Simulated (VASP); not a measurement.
# LiNd (Fd-3m) in VASP: single point with PBE

Aim: the single point of LiNd with PBE.

Everything below comes from runs of VASP 6.6.1. Logs are shortened: lines on timing, memory, paths and dates and some standing lists are left out, and cuts for length are marked.

## 1. The cell of the first run

It takes space group Fd-3m (No. 227, cubic). Conventional cell: a = 6.962 Å, b = 6.962 Å, c = 6.962 Å, α = 90.00°, β = 90.00°, γ = 90.00°. Within 4.0 Å of Li (site symmetry -43m) lie 4 Li at 3.01 Å and 10 Nd at 3.01 to 3.48 Å. Within 4.0 Å of Nd (site symmetry -43m) lie 10 Li at 3.01 to 3.48 Å and 4 Nd at 3.01 Å.

## 2. Single point, PBE

The input, INCAR:

```
  PREC = Accurate
  ENCUT = 520
  EDIFF = 1E-6
  ISMEAR = 0
  SIGMA = 0.1
  LREAL = False
  LASPH = True
  NELM = 100
  ALGO = Normal
  ISIF = 2
  LWAVE = False
  LCHARG = False
  GGA = PE
  NBANDS = 25
```

The input, KPOINTS:

```
regular mesh
0
Gamma
  4 4 4
```

The input, POSCAR:

```
LiNd
1.0
    0.0000000000      3.4808342000      3.4808342000
    3.4808342000      0.0000000000      3.4808342000
    3.4808342000      3.4808342000      0.0000000000
Li Nd
2 2
Direct
    0.0000000000      0.0000000000      0.0000000000
    0.2500000000      0.2500000000      0.2500000000
    0.5000000000      0.5000000000      0.5000000000
    0.7500000000      0.7500000000      0.7500000000
```

Potentials or basis: VASP PAW PBE potentials, release 64 (Li_sv, Nd).

Run with:

```bash
> cat potpaw_PBE.64/Li_sv/POTCAR potpaw_PBE.64/Nd/POTCAR > POTCAR
> mpirun -np 1 vasp_std > vasp.out
```

OUTCAR:

```text
PREC = Accurate
   ENCUT = 520
   EDIFF = 1E-6
   ISMEAR = 0
   LREAL = False
   LASPH = True
   NELM = 100
   ISIF = 2
   GGA = PE

 ion  position               nearest neighbor table
   1  0.000  0.000  0.000-   4 3.01   4 3.01   4 3.01   4 3.01
   2  0.250  0.250  0.250-   3 3.01   3 3.01   3 3.01   3 3.01
   3  0.500  0.500  0.500-   2 3.01   2 3.01   2 3.01   2 3.01   4 3.01   4 3.01   4 3.01   4 3.01

   4  0.750  0.750  0.750-   3 3.01   3 3.01   3 3.01   1 3.01   3 3.01   1 3.01   1 3.01   1 3.01

  LATTYP: Found a face centered cubic cell.
 ALAT       =     6.9616684000

  Lattice vectors:

 A1 = (   0.0000000000,   3.4808342000,   3.4808342000)
 A2 = (   3.4808342000,   0.0000000000,   3.4808342000)
 A3 = (   3.4808342000,   3.4808342000,   0.0000000000)

Analysis of symmetry for initial positions (statically):
=====================================================================
 Subroutine PRICEL returns:
 Original cell was already a primitive cell.

 Routine SETGRP: Setting up the symmetry group for a
 face centered cubic supercell.

 Subroutine GETGRP returns: Found 48 space group operations
 (whereof 24 operations were pure point group operations)
 out of a pool of 48 trial point group operations.

The static configuration has the point symmetry T_d .
 The point group associated with its full space group is O_h .

Analysis of symmetry for dynamics (positions and initial velocities):
=====================================================================
 Subroutine PRICEL returns:
 Original cell was already a primitive cell.

 Routine SETGRP: Setting up the symmetry group for a
 face centered cubic supercell.

 Subroutine GETGRP returns: Found 48 space group operations
 (whereof 24 operations were pure point group operations)
 out of a pool of 48 trial point group operations.

The dynamic configuration has the point symmetry T_d .
 The point group associated with its full space group is O_h .

 Subroutine INISYM returns: Found 48 space group operations
 (whereof 24 operations are pure point group operations),
 and found     1 'primitive' translations

----------------------------------------------------------------------------------------

                                     Primitive cell

  volume of cell :      84.3490

  direct lattice vectors                    reciprocal lattice vectors
     0.000000000  3.480834200  3.480834200    -0.143643728  0.143643728  0.143643728
     3.480834200  0.000000000  3.480834200     0.143643728 -0.143643728  0.143643728
     3.480834200  3.480834200  0.000000000     0.143643728  0.143643728 -0.143643728

  length of vectors
     4.922642934  4.922642934  4.922642934     0.248798235  0.248798235  0.248798235

  position of ions in fractional coordinates (direct lattice)
     0.000000000  0.000000000  0.000000000
     0.250000000  0.250000000  0.250000000
     0.500000000  0.500000000  0.500000000
     0.750000000  0.750000000  0.750000000

  ion indices of the primitive-cell ions
   primitive index   ion index
                 1           1
                 2           2
                 3           3
                 4           4

----------------------------------------------------------------------------------------

 KPOINTS: regular mesh

Automatic generation of k-mesh.
 Grid dimensions read from file:
 generate k-points for:    4    4    4

 Generating k-lattice:

  Cartesian coordinates                     Fractional coordinates (reciprocal lattice)
    -0.035910932  0.035910932  0.035910932     0.250000000  0.000000000  0.000000000
     0.035910932 -0.035910932  0.035910932     0.000000000  0.250000000  0.000000000
     0.035910932  0.035910932 -0.035910932     0.000000000  0.000000000  0.250000000

  Length of vectors
     0.062199559  0.062199559  0.062199559

  Shift w.r.t. Gamma in fractional coordinates (k-lattice)
     0.000000000  0.000000000  0.000000000

 Subroutine IBZKPT returns following result:
 ===========================================

 Found      8 irreducible k-points:

 Following reciprocal coordinates:
            Coordinates               Weight
  0.000000  0.000000  0.000000      1.000000
  0.250000  0.000000  0.000000      8.000000
  0.500000  0.000000  0.000000      4.000000
  0.250000  0.250000  0.000000      6.000000
  0.500000  0.250000  0.000000     24.000000
 -0.250000  0.250000  0.000000     12.000000
  0.500000  0.500000  0.000000      3.000000
 -0.250000  0.500000  0.250000      6.000000
   k-points           NKPTS =      8   k-points in BZ     NKDIM =      8   number of bands    NBANDS=     25
   number of dos      NEDOS =    301   number of ions     NIONS =      4
   total plane-waves  NPLWV =  64000
   dimension x,y,z NGX =    40 NGY =   40 NGZ =   40
   dimension x,y,z NGXF=    80 NGYF=   80 NGZF=   80
   ions per type =               2   2
   NGX,Y,Z   is equivalent  to a cutoff of  13.51, 13.51, 13.51 a.u.
   NGXF,Y,Z  is equivalent  to a cutoff of  27.02, 27.02, 27.02 a.u.
 SYSTEM =  unknown system
   PREC   = accura    normal or accurate (medium, high low for compatibility)
   ISTART =      0    job   : 0-new  1-cont  2-samecut
   ICHARG =      2    charge: 1-file 2-atom 10-const
   ISPIN  =      1    spin polarized calculation?
   LNONCOLLINEAR =      F non collinear calculations
   LSORBIT =      F    spin-orbit coupling
   LASPH  =      T    aspherical Exc in radial PAW
   ENCUT  =  520.0 eV  38.22 Ry    6.18 a.u.   9.15  9.15  9.15*2*pi/ulx,y,z
   NELM   =    100;   NELMIN=  2; NELMDL= -5     # of ELM steps
   EDIFF  = 0.1E-05   stopping-criterion for ELM
   LREAL  =      F    real-space projection
   EDIFFG = 0.1E-04   stopping-criterion for IOM
   NSW    =      0    number of steps for IOM
   IBRION =     -1    ionic relax: 0-MD 1-quasi-New 2-CG
   NFREE  =      0    steps in history (QN), initial steepest desc. (CG)
   ISIF   =      2    stress and relaxation
   ISYM   =      2    0-nonsym 1-usesym 2-fastsym
   POTIM  = 0.5000    time-step for ionic-motion
   TEBEG  =    0.0;   TEEND  =   0.0 temperature during run
   PSTRESS=    0.0 pullay stress
   NELECT =      34.0000    total number of electrons
   NUPDOWN=      -1.0000    fix difference up-down
   EMIN   =  10.00;   EMAX   =-10.00  energy-range for DOS
   EFERMI =   0.00;   METHOD = LEGACY
   ISMEAR =     0;   SIGMA  =   0.10  broadening in eV -4-tet -1-fermi 0-gaus
   EFERMI_NEDOS =   21; number of points for ismear=-14 and -15
   IALGO  =     38    algorithm
   IMIX   =      4    mixing-type and parameters
     AMIX     =   0.40;   BMIX     =  1.00
     AMIX_MAG =   1.60;   BMIX_MAG =  1.00
  volume/ion in A,a.u.               =      21.09       142.30
  Fermi-wavevector in a.u.,A,eV,Ry     =   1.209320  2.285283 19.897897  1.462454
  Thomas-Fermi vector in A             =   2.344901
   LORBIT       =      0    0 simple, 1 ext, 2 COOP (PROOUT), +10 PAW based schemes
   GGA     = PE    functional components
   LHFCALC =     F    Hartree Fock is set to
   AEXX    =    0.0000 exact exchange contribution
   IVDW    =     0    specifies the selected vdW correction
   LEPSILON=     F    determine dielectric tensor
   LRPA    =     F    only Hartree local field effects (RPA)
 non-spin polarized calculation
 Gauss-broadening in eV      SIGMA  =   0.10
  energy-cutoff  :      520.00
  volume of cell :       84.35
 maximum number of plane-waves:      2281
 NGX is ok and might be reduce to    40
   NGX = 19   NGY = 19   NGZ = 19

 number of electron      34.0000009 magnetization

 Free energy of the ion-electron system (eV)
  ---------------------------------------------------
  ext. energy  EPLUGINS =         0.00000000
  ---------------------------------------------------
  free energy    TOTEN  =       -13.08133863 eV

  energy without entropy =      -12.91829000  energy(sigma->0) =      -12.99981431

 E-fermi :   4.4389     XC(G=0):  -9.8950

 val. band max:        4.4387029617   @ k =   0.0000   0.0000   0.0000
 cond. band min:       4.4475924485   @ k =   0.2500   0.0000   0.0000
 fundamental gap:      0.0088894868
 Fermi energy:         4.4389244236

 k-point     1 :       0.0000    0.0000    0.0000
  band No.  band energies     occupation
      1     -41.0932      2.00000
      2     -41.0773      2.00000
      3     -32.7052      2.00000
      4     -31.9968      2.00000
      5     -14.3800      2.00000
      6     -14.3800      2.00000
[... 17 lines left out ...]
     24       4.9495      0.00000
     25       4.9662      0.00000

 k-point     2 :       0.2500    0.0000    0.0000
  band No.  band energies     occupation
      1     -41.0915      2.00000
      2     -41.0789      2.00000
      3     -32.6348      2.00000
      4     -32.0749      2.00000
      5     -14.4710      2.00000
      6     -14.4710      2.00000
[... 17 lines left out ...]
     24       4.9463      0.00000
     25       4.9937      0.00000

 k-point     3 :       0.5000    0.0000    0.0000
  band No.  band energies     occupation
      1     -41.0891      2.00000
      2     -41.0812      2.00000
      3     -32.5356      2.00000
      4     -32.1817      2.00000
      5     -14.5497      2.00000
      6     -14.5497      2.00000
[... 17 lines left out ...]
     24       4.8057      0.00000
     25       4.8451      0.00000

 k-point     4 :       0.2500    0.2500    0.0000
  band No.  band energies     occupation
      1     -41.0909      2.00000
      2     -41.0796      2.00000
      3     -32.6065      2.00000
      4     -32.1058      2.00000
      5     -14.5728      2.00000
      6     -14.5728      2.00000
[... 17 lines left out ...]
     24       4.9203      0.00000
     25       4.9213      0.00000

 k-point     5 :       0.5000    0.2500    0.0000
  band No.  band energies     occupation
      1     -41.0880      2.00000
      2     -41.0823      2.00000
      3     -32.4851      2.00000
      4     -32.2348      2.00000
      5     -14.7162      2.00000
      6     -14.6417      2.00000
[... 17 lines left out ...]
     24       4.7954      0.00000
     25       4.8691      0.00000

 k-point     6 :      -0.2500    0.2500    0.0000
  band No.  band energies     occupation
      1     -41.0892      2.00000
      2     -41.0812      2.00000
      3     -32.5356      2.00000
      4     -32.1817      2.00000
      5     -14.7004      2.00000
      6     -14.5506      2.00000
[... 17 lines left out ...]
     24       4.8641      0.00000
     25       4.9578      0.00000

 k-point     7 :       0.5000    0.5000    0.0000
  band No.  band energies     occupation
      1     -41.0851      2.00000
      2     -41.0851      2.00000
      3     -32.3612      2.00000
      4     -32.3612      2.00000
      5     -14.7237      2.00000
      6     -14.7237      2.00000
[... 17 lines left out ...]
     24       4.8769      0.00000
     25       4.9290      0.00000

 k-point     8 :      -0.2500    0.5000    0.2500
  band No.  band energies     occupation
      1     -41.0851      2.00000
      2     -41.0851      2.00000
      3     -32.3612      2.00000
      4     -32.3612      2.00000
      5     -14.7322      2.00000
      6     -14.7322      2.00000
[... 17 lines left out ...]
     24       4.8646      0.00000
     25       4.8676      0.00000

------------------------ aborting loop because EDIFF is reached ----------------------------------------

  FORCE on cell =-STRESS in cart. coord.  units (eV):
  Direction    XX          YY          ZZ          XY          YZ          ZX
  --------------------------------------------------------------------------------------
  -------------------------------------------------------------------------------------
  Total       -0.7426367     -0.7426367     -0.7426367      0.0000000      0.0000000     -0.0000000
  in kB      -14.1061002    -14.1061002    -14.1061002      0.0000000      0.0000000     -0.0000000
  external PRESSURE =     -14.1061002 kB  Pullay stress =       0.0000000 kB

 VOLUME and BASIS-vectors are now :
 -----------------------------------------------------------------------------
  energy-cutoff  :      520.00
  volume of cell :       84.35
      direct lattice vectors                 reciprocal lattice vectors
     0.000000000  3.480834200  3.480834200    -0.143643728  0.143643728  0.143643728
     3.480834200  0.000000000  3.480834200     0.143643728 -0.143643728  0.143643728
     3.480834200  3.480834200  0.000000000     0.143643728  0.143643728 -0.143643728

 POSITION                                       TOTAL-FORCE (eV/Angst)
 -----------------------------------------------------------------------------------
      0.00000      0.00000      0.00000         0.000000      0.000000      0.000000
      1.74042      1.74042      1.74042        -0.000000     -0.000000     -0.000000
      3.48083      3.48083      3.48083        -0.000000     -0.000000     -0.000000
      5.22125      5.22125      5.22125         0.000000      0.000000      0.000000
 -----------------------------------------------------------------------------------
    total drift:                               -0.000000     -0.000000      0.000000

  FREE ENERGIE OF THE ION-ELECTRON SYSTEM (eV)
  ---------------------------------------------------
  free  energy   TOTEN  =       -13.0813386267 eV

  energy  without entropy=      -12.9182899963  energy(sigma->0) =      -12.99981431
```

It took 2.7 min on 1 thread of Intel Xeon 8259CL, shared host; peak memory 0.24 GiB.

What came out:

| Property | Result |
| --- | --- |
| Free energy | -13.0813 eV |
| Band gap on the k mesh | zero (band 17 reaches 4.47 eV, above the bottom of band 18 at 4.42 eV) |

Caveat: the k points lie up to 0.39 Å⁻¹ apart; the cutoff is under 1.25 times the usual one of these potentials, so pressure, stress and relaxed cells hold a basis-set (Pulay) error; spin-orbit coupling is left out, which moves the levels of the heavy elements; without U or exact exchange the open f shell lies at the Fermi level, which spoils levels, moments and volumes. Spin polarisation is off, so any magnetic state and its effect on volume and gap are missing.
